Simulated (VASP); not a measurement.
Crystal: KCl (Sylvite).

```
K Cl
1.0
     0.00000    3.14647    3.14647
     3.14647    0.00000    3.14647
     3.14647    3.14647    0.00000
K Cl
1 1
Direct
  0.00000 0.00000 0.00000
  0.50000 0.50000 0.50000
```

- Program: VASP 6.6.1
- Task: relaxation of cell and atoms
- Functional: RPBE
- Potentials or basis: VASP PAW PBE potentials, release 64 (K_sv, Cl)
- Cutoff: 600 eV
- k mesh: 7 × 7 × 7
- Occupations: gaussian, width 0.1 eV
- Spin: collinear spin, zero start
- Starting moments: [0.0, 0.0] μB

At the start: pressure 2.4 GPa; volume 31.15 Å³/atom.

**Question.** Where does the relaxation end?

**Answer.** Over 5 steps the energy falls by 30.1 meV/atom and the volume is 35.67 Å³/atom (+14.5 %); space group Fm-3m (No. 225, to 0.05 Å); moment 0.00 μB per cell.

Step by step:
```
step  energy change (eV)  largest force (eV/Å)  pressure (GPa)  volume (Å³)
   1              0.0000                0.0000            2.42        62.30
   2             -0.0458                0.0000            1.04        66.64
   3             -0.0565                0.0000           -0.44        73.96
   4             -0.0601                0.0000           -0.04        71.58
   5             -0.0602                0.0000            0.00        71.34
```

Final structure:
```
CELL_PARAMETERS angstrom
0.00000 3.29187 3.29187
3.29187 0.00000 3.29187
3.29187 3.29187 0.00000
ATOMIC_POSITIONS crystal
K 0.00000 0.00000 0.00000
Cl 0.50000 0.50000 0.50000
```

Caveat: the PAW data sets were made with another functional, which shifts forces and pressure a little; the volume moved by +15 % from the deposited cell, more than functionals usually miss.
